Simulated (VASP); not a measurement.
Input of a VASP 6.6.1 run:

File POSCAR:

```
Fe
1.0
    0.0000000000      1.9287074879      1.9519161397
    1.4883827645      0.0000000000      1.9519161397
    1.4883827645      1.9287074879      0.0000000000
Fe
1
Direct
    0.0000000000      0.0000000000      0.0000000000
```

INCAR.step1

```
SYSTEM = Fe
PREC = Accurate ; ENCUT = 520
ISMEAR = -1 ; SIGMA = 0.05
LREAL = .False. ; LASPH = .True.
NELM = 150 ; ISPIN = 2
MAGMOM = 3 ; LMAXMIX = 4
NBANDS = 14 ; GGA = PE
ALGO = Normal ; EDIFF = 1E-4
LWAVE = .True. ; LCHARG = .False.
```

INCAR.step2

```
SYSTEM = Fe
PREC = Accurate ; ENCUT = 520
EDIFF = 1E-7 ; ISMEAR = -1
SIGMA = 0.05 ; LREAL = .False.
LASPH = .True. ; NELM = 150
ALGO = Normal ; ISIF = 2
LWAVE = .False. ; LCHARG = .False.
ISPIN = 2 ; MAGMOM = 3
LORBIT = 11 ; LMAXMIX = 4
METAGGA = R2SCAN ; LMIXTAU = .True.
NBANDS = 14 ; ISTART = 1
```

Contents of KPOINTS:

```
regular mesh
0
Gamma
  13 13 13
  0 0 0
```

Potentials or basis: VASP PAW PBE potentials, release 64 (Fe).

Run with:

```sh
$ cat potpaw_PBE.64/Fe/POTCAR > POTCAR
$ cp INCAR.step1 INCAR
$ mpirun -np 1 vasp_std > vasp.out
$ cp INCAR.step2 INCAR
$ mpirun -np 1 vasp_std > vasp.out
```

**Question.** Estimate the pressure.

**Answer.** 10.5 GPa.

**Question.** Predict the net moment.

**Answer.** 2.62 μB per cell.

**Question.** What does it give for the site moments?

**Answer.** Fe +2.67 μB.

Stress tensor (GPa, compression positive):
```
 6.18  0.00  0.00
 0.00 13.14  0.00
 0.00  0.00 12.28
```

Caveat: the stress differs along the axes, from 6 to 13 GPa; the PAW data sets were made with another functional, which shifts forces and pressure a little.
